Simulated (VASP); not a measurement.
A run of VASP 6.6.1 is set up as follows.

INCAR

```
PREC = Accurate
ENCUT = 520
EDIFF = 1E-6
ISMEAR = 0
SIGMA = 0.05
LREAL = F
LASPH = T
NELM = 60
ALGO = Normal
ISIF = 2
LWAVE = F
LCHARG = F
GGA = PS
NBANDS = 35
```

Contents of KPOINTS:

```
regular mesh
0
Gamma
  12 12 2
```

POSCAR

```
Te2Mo
1.0
    3.4066443866      0.0000000000      0.0000000000
   -1.7033221933      2.9502405805      0.0000000000
    0.0000000000      0.0000000000     14.0085389608
Te Mo
4 2
Direct
    0.3333333333      0.6666666667      0.6211281373
    0.6666666667      0.3333333333      0.1211281373
    0.3333333333      0.6666666667      0.8788718627
    0.6666666667      0.3333333333      0.3788718627
    0.3333333333      0.6666666667      0.2500000000
    0.6666666667      0.3333333333      0.7500000000
```

Potentials or basis: VASP PAW PBE potentials, release 64 (Te, Mo_sv).

Command:

```console
$ cat potpaw_PBE.64/Te/POTCAR potpaw_PBE.64/Mo_sv/POTCAR > POTCAR
$ mpirun -np 1 vasp_std > vasp.out
```

**Question.** What does it give for the pressure?

**Answer.** 5.6 GPa.

**Question.** What does it give for the largest force?

**Answer.** 0.533 eV/Å.

**Question.** Predict the band gap on the k mesh.

**Answer.** 0.76 eV (least direct gap 1.11 eV).

Stress tensor (GPa, compression positive):
```
6.16 0.00 0.00
0.00 6.16 0.00
0.00 0.00 4.61
```

Caveat: the cell differs from its parent crystal (strain -0.025 along x and y, +0.000 along z); the cell stands under pressure; the PAW data sets were made with another functional, which shifts forces and pressure a little; spin-orbit coupling is left out, which moves the levels of the heavy elements; this functional lacks dispersion, which binds the layers, so the pressure and a relaxed spacing across them are unreliable. A k mesh can miss the band edges.
